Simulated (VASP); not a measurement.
Set up this calculation in VASP 6.6.1, as the native input.

- Task: single point
- Functional: PBEsol
- Potentials or basis: VASP PAW PBE potentials, release 64 (Cu)
- Cutoff: 520 eV
- k mesh: 14 × 14 × 14
- Occupations: fermi-dirac, width 0.05 eV
- Spin: no spin polarisation
- Dipole correction: no
- Further INCAR settings: ALGO = Normal; EDIFF = 1e-06; NBANDS = 12

The structure of Cu lies in POSCAR:

```
Cu
1.0
   -1.4057818683      1.4057818683      1.3407811925
    1.4057818683     -1.4057818683      1.3407811925
    1.4057818683      1.4057818683     -1.3407811925
Cu
1
Direct
    0.0000000000      0.0000000000      0.0000000000
```

The input as run:

INCAR

```
ALGO = Normal ; EDIFF = 1E-6
ENCUT = 520 ; GGA = PS
ISIF = 2 ; ISMEAR = -1
LASPH = True ; LCHARG = False
LREAL = False ; LWAVE = False
NBANDS = 12 ; NELM = 80
PREC = Accurate ; SIGMA = 0.05
```

KPOINTS

```
k-points
0
Gamma
  14 14 14
```

Potentials or basis: VASP PAW PBE potentials, release 64 (Cu).

Run with:

```sh
$ cat potpaw_PBE.64/Cu/POTCAR > POTCAR
$ mpirun -np 1 vasp_std > vasp.out
```

Results of the run:

* Pressure: 14.3 GPa
* Band gap on the k mesh: zero (an odd number of electrons rules out a gap without spin polarisation)

Caveat: the cell stands under pressure; the PAW data sets were made with another functional, which shifts forces and pressure a little.

Run time: 21 s on 1 thread of Intel(R) Xeon(R) Platinum 8488C (Sapphire Rapids) (shared host), peak memory 0.14 GiB.
